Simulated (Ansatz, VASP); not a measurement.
Ba3Sb2Br2O5: VASP beside Ansatz

```
CELL_PARAMETERS angstrom
0.00000 4.32750 0.00000
4.32750 0.00000 0.00000
2.16375 2.16375 -13.14911
ATOMIC_POSITIONS crystal
Ba 0.50000 0.50000 0.00000
Ba 0.34480 0.34480 0.31040
Ba 0.65520 0.65520 0.68960
Sb 0.07940 0.07940 0.84120
Sb 0.92060 0.92060 0.15880
Br 0.20480 0.20480 0.59040
Br 0.79520 0.79520 0.40960
O 0.58960 0.08960 0.82080
O 0.08960 0.58960 0.82080
O 0.41040 0.91040 0.17920
O 0.91040 0.41040 0.17920
O 0.00000 0.00000 0.00000
```

Alike in both runs: task single point; functional LDA; k mesh 6 × 6 × 6; occupations gaussian, width 0.0198 eV; no spin polarisation.

```csv
,VASP,Ansatz
version,VASP 6.6.1,Ansatz 0.2.0
potentials or method,"VASP PAW LDA potentials, release 64 (Ba_sv, Sb, Br, O), cutoff 520 eV",PAW plane waves
valence electrons in the cell,84,104
```

Ansatz gave:

- pressure (GPa): 0.2
- traceless stress, the component that is largest in VASP (GPa): -2.33
- rms of the force components (eV/Å): 0.239

**Question.** What did VASP give for the same quantities?

**Answer.** Pressure (GPa): 1.0; traceless stress, the component that is largest in VASP (GPa): -2.22; rms of the force components (eV/Å): 0.258.

LDA's correlation is that of Perdew and Zunger in VASP and of Perdew and Wang (1992) in Ansatz. Atom by atom the forces differ by 0.042 eV/Å (rms over components). VASP's potentials hold 84 valence electrons a cell and Ansatz's 104, so a difference there can come from the potentials and not from the codes.

Spin-orbit coupling is off throughout.
